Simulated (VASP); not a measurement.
## Zn: single point with PBEsol

The system is Zn.

```
Zn
1.0
     2.25295   -1.29970    0.00000
     2.25295    1.29970    0.00000
    -1.58103    0.00000    7.25141
Zn
3
Cartesian
  2.9768 0.0000 2.4256
  -0.0519 0.0000 4.8258
  0.0000 0.0000 0.0000
```

This cell differs from its parent crystal: volume scaled by 0.98.

```json
{
  "Program": "VASP 6.6.1",
  "Task": "single point",
  "Functional": "PBEsol",
  "Potentials or basis": "VASP PAW PBE potentials, release 64 (Zn)",
  "Cutoff": "520 eV",
  "k mesh": "12 × 12 × 4",
  "Occupations": "fermi-dirac, width 0.05 eV",
  "Spin": "no spin polarisation"
}
```

```yaml
Pressure: 0.7 GPa
Largest_force: 0.013 eV/Å
Band_gap_on_the_k_mesh: zero (band 18 reaches 4.81 eV, above the bottom of band 19 at 0.47 eV)
```

Forces on the atoms (eV/Å):
```
Zn  -0.004  0.000 -0.012
Zn   0.004  0.000  0.012
Zn   0.000  0.000  0.000
```

Stress tensor (GPa, compression positive):
```
-0.69  0.00 -0.31
 0.00 -1.06  0.00
-0.31  0.00  3.98
```

Levels at points of the mesh, in eV from the Fermi level:
```csv
k point,band 14,band 15,band 16,band 17,band 18,band 19,band 20,band 21,band 22,band 23
"(0.00, 0.00, 0.00)",-7.30,-7.29,-7.29,-7.17,-7.14,1.60,1.66,14.14,17.91,18.80
"(0.50, 0.00, 0.00)",-7.03,-7.03,-3.11,-2.33,-1.85,0.55,1.13,2.05,6.66,7.84
"(0.50, 0.50, 0.00)",-7.04,-7.03,-2.76,-2.62,-2.04,-0.29,2.10,3.67,4.48,6.48
"(0.00, 0.00, 0.50)",-7.41,-7.40,-7.24,-7.24,-4.10,-3.07,8.03,8.12,18.38,18.40
"(0.50, 0.00, 0.50)",-7.04,-7.03,-2.79,-2.57,-2.04,-0.16,1.92,3.48,4.74,6.73
"(0.50, 0.50, 0.50)",-7.03,-7.03,-3.13,-2.37,-1.75,0.69,0.95,1.84,6.94,8.12
```

Run time: 110 s on 1 thread of Intel(R) Xeon(R) Platinum 8375C CPU @ 2.90GHz (Ice Lake), with other jobs on the host, peak memory 0.24 GiB.

Caveat: the PAW data sets were made with another functional, which shifts forces and pressure a little.
